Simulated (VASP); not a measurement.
Input of a VASP 6.6.1 run:

The input INCAR:

```
SYSTEM = K3RuW
PREC = Accurate
ENCUT = 500
EDIFF = 1E-7
ISMEAR = 0
SIGMA = 0.2
LREAL = .FALSE.
LASPH = .TRUE.
NELM = 120
ALGO = Normal
ISIF = 3
LWAVE = .FALSE.
LCHARG = .FALSE.
GGA = PE
IBRION = 2
NSW = 36
EDIFFG = -0.08
GGA_COMPAT = .FALSE.
NELMIN = 4
```

File KPOINTS:

```
Automatic mesh
0
G
  3 3 3
  0 0 0
```

POSCAR

```
K3RuW
1.0
    5.4754485500      0.0000000000      0.0000000000
    0.0000000000      5.4754485500      0.0000000000
    0.0000000000      0.0000000000      5.4754485500
K Ru W
3 1 1
Direct
    0.0000000000      0.5000000000      0.5000000000
    0.5000000000      0.0000000000      0.5000000000
    0.5000000000      0.5000000000      0.0000000000
    0.0000000000      0.0000000000      0.0000000000
    0.5000000000      0.5000000000      0.5000000000
```

Potentials or basis: VASP PAW PBE potentials, release 64 (K_sv, Ru_pv, W_sv).

Run with:

```bash
$ cat potpaw_PBE.64/K_sv/POTCAR potpaw_PBE.64/Ru_pv/POTCAR potpaw_PBE.64/W_sv/POTCAR > POTCAR
$ mpirun -np 1 vasp_std > vasp.out
```

(1) Predict the band gap on the k mesh.

(2) Estimate the relaxed volume.

(3) Estimate the space group after relaxing (to 0.1 Å).

(4) Predict the relaxed cell.

## Answers

(1) zero (an odd number of electrons rules out a gap without spin polarisation).

(2) 46.13 Å³/atom.

(3) Pm-3m (No. 221).

(4) a = 6.133 Å, b = 6.133 Å, c = 6.133 Å, α = 90.00°, β = 90.00°, γ = 90.00°.

Caveat: the k points lie up to 0.34 Å⁻¹ apart in the final cell, too coarse for converged energies and pressures of a metal; the volume moved by over 15 % at a fixed basis, so the end points are rough; spin-orbit coupling is left out, which moves the levels of the heavy elements.
